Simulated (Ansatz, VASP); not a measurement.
GdN: VASP beside Ansatz

```xyz
2
Lattice="0.0000 2.4995 2.4995 2.4995 0.0000 2.4995 2.4995 2.4995 0.0000" Properties=species:S:1:pos:R:3 pbc="T T T"
Gd    2.4995    2.4995    2.4995
N     0.0000    0.0000    0.0000
```

Alike in both runs: task single point; functional r2SCAN; dispersion D4; k mesh 8 × 8 × 8; occupations gaussian, width 0.05 eV; collinear spin; Hubbard terms Gd f U = 4.0 eV.

|  | VASP | Ansatz |
| --- | --- | --- |
| version | VASP 6.6.1 | Ansatz 0.2.0 |
| potentials or method | VASP PAW PBE potentials, release 64 (Gd, N), cutoff 520 eV | scalar-relativistic, plane waves, PAW |
| valence electrons in the cell | 23 | 23 |

VASP gave:

- gap on the k mesh at the Fermi level (eV): none
- pressure (GPa): -2.4
- net moment per atom (μB): 3.50
- size of the moment on the site where the two differ most (μB): 6.83

Question: Estimate Ansatz's values.

Answer: gap on the k mesh at the Fermi level (eV): none; pressure (GPa): -2.5; net moment per atom (μB): 3.50; size of the moment on the site where the two differ most (μB): 6.96.

VASP's potentials were made for PBE, not for r2SCAN. Site moments also hang on the region over which each program counts them. The programs project onto different local orbitals, so the same U acts differently, and such runs can settle in different states. A gap of «none» marks a metal or a gap that the smearing closes. Ansatz's warnings: filled band counts differ across k points, stability check not made.

Spin-orbit coupling is off throughout.
